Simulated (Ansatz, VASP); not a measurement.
# One calculation of MoS2, two programs

File INCAR:

```
SYSTEM = MoS2
PREC     = Accurate       ! precision mode
ENCUT    = 520            ! plane-wave cutoff, eV
EDIFF    = 1E-7           ! SCF threshold, eV
ISMEAR   = 0              ! smearing method
SIGMA    = 0.05           ! smearing width, eV
LREAL    = .False.        ! projectors in reciprocal space
LASPH    = .True.         ! aspherical terms in the spheres
NELM     = 60             ! most SCF steps
ALGO     = Normal         ! electronic algorithm
ISIF     = 2              ! what is computed and relaxed
LWAVE    = .False.        ! write WAVECAR
LCHARG   = .False.        ! write CHGCAR
LDIPOL   = .True.       
IDIPOL   = 3            
DIPOL    = 0.5 0.5 0.500
GGA      = PE             ! functional
IVDW     = 12             ! dispersion correction
NBANDS   = 20             ! bands
```

KPOINTS

```
regular mesh
0
Gamma
  30 30 1
  0 0 0
```

POSCAR

```
MoS2
1.0
    3.1539428618      0.0000000029      0.0000000000
   -1.5769714334      2.7313946390      0.0000000000
    0.0000000000      0.0000000000     23.1348385593
S Mo
2 1
Direct
    0.3333333333      0.6666666667      0.4322485318
    0.3333333333      0.6666666667      0.5677514682
    0.6666666667      0.3333333333      0.5000001455
```

Input for Ansatz:

```yaml
crystal:
  lattice:
    - [3.1539428618, 2.9e-09, 0.0]
    - [-1.5769714334, 2.731394639, 0.0]
    - [0.0, 0.0, 23.1348385593]
  atoms:
    - { symbol: S, position: [0.3333333333, 0.6666666667, 0.4322485318] }
    - { symbol: Mo, position: [0.6666666667, 0.3333333333, 0.5000001455] }
    - { symbol: S, position: [0.3333333333, 0.6666666667, 0.5677514682] }
basis:
  ecutwfc: 420.0
  fft_grid_basis: typed
kpoints:
  mp_grid: { grid: [30, 30, 1] }
hamiltonian:
  xc: pbe
  dispersion: d3bj
scf:
  occupations: { method: gaussian, width: 0.05 }
output:
  forces: true
  eigenvalues: true
  band_densities:
    - { e_range: [-2.9, -2.1] }
    - { e_range: [-2.1, -1.5] }
    - { e_range: [-1.5, -1.15] }
    - { e_range: [-1.15, 0.0] }
    - { e_range: [0.0, 1.15] }
    - { e_range: [1.15, 1.5] }
    - { e_range: [1.5, 2.1] }
    - { e_range: [2.1, 2.7] }
  band_residual_tolerance: 1.0e-05
  write_potential: true
  elf: true
  write_density: true
  volumetric_format: npy
efield:
  axis: 3
  dipole_correction: true
  ramp_width: 0.04
checkpoint:
  read: start.run
  write: ck
  compress: false
  write_wavefunctions: false
  write_every: 100000
```

Alike in both runs: task single point; functional PBE; dispersion D3(BJ); k mesh 30 × 30 × 1; occupations gaussian, width 0.05 eV; no spin polarisation.

|  | VASP | Ansatz |
| --- | --- | --- |
| version | VASP 6.6.1 | Ansatz 0.2.0 |
| potentials or method | VASP PAW PBE potentials, release 64 (S, Mo_sv), cutoff 520 eV | scalar-relativistic, plane waves, PAW |
| valence electrons in the cell | 26 | 26 |

```tsv
	VASP	Ansatz	Ansatz less VASP
gap on the k mesh at the Fermi level (eV)	1.78	1.78	-0.004
rms of the force components (eV/Å)	0.005	0.000	-0.0049
```
